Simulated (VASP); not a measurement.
## SnO: single point with PBEsol

SnO:

```
Sn O
1.0
     3.91954    0.00000    0.00000
     0.00000    3.91954    0.00000
     0.00000    0.00000    4.82448
Sn O
2 2
Direct
  0.00000 0.50000 0.24240
  0.50000 0.00000 0.75760
  0.00000 0.00000 0.00000
  0.50000 0.50000 0.00000
```

This cell differs from its parent crystal: strain +0.030 along x and y, +0.015 along z.

* Program: VASP 6.6.1
* Task: single point
* Functional: PBEsol
* Potentials or basis: VASP PAW PBE potentials, release 64 (Sn_d, O)
* Cutoff: 520 eV
* k mesh: 12 × 12 × 10
* Occupations: gaussian, width 0.15 eV
* Spin: no spin polarisation

```yaml
Pressure: -6.1 GPa
Largest_force: 0.760 eV/Å
Band_gap_on_the_k_mesh: 0.23 eV, indirect (least direct gap 1.88 eV)
```

Forces in eV/Å, atoms in the order of the input:
```
Sn   0.000  0.000 -0.760
Sn   0.000  0.000  0.760
O    0.000  0.000  0.000
O    0.000  0.000  0.000
```

Stress tensor (GPa, compression positive):
```
-6.92  0.00  0.00
 0.00 -6.92  0.00
 0.00  0.00 -4.54
```

Levels at points of the mesh, in eV from the valence-band top:
```
           k point  band 17  band 18  band 19  band 20  band 21  band 22  band 23  band 24
(0.00, 0.00, 0.00)    -2.90    -2.66    -2.66    -0.02     2.03     4.57     4.57     4.64
(0.50, 0.00, 0.00)    -4.22    -4.22    -2.30    -2.30     3.24     3.24     5.72     5.72
(0.50, 0.50, 0.00)    -2.03    -2.03    -1.65    -1.65     0.23     0.23     4.61     4.61
(0.00, 0.00, 0.50)    -2.98    -2.68    -2.68    -1.66     1.65     2.94     2.94     3.50
(0.50, 0.00, 0.50)    -4.17    -4.17    -1.38    -1.38     2.70     2.70     5.23     5.23
(0.50, 0.50, 0.50)    -2.49    -2.49    -2.03    -2.03     2.55     2.55     4.13     4.13
```

Run time: 3.5 min on 1 thread of Intel(R) Xeon(R) Platinum 8488C (Sapphire Rapids), with other jobs on the host, peak memory 0.37 GiB.

Caveat: the cell differs from its parent crystal (strain +0.030 along x and y, +0.015 along z); the PAW data sets were made with another functional, which shifts forces and pressure a little; spin-orbit coupling is left out, which moves the levels of the heavy elements. A k mesh can miss the band edges.
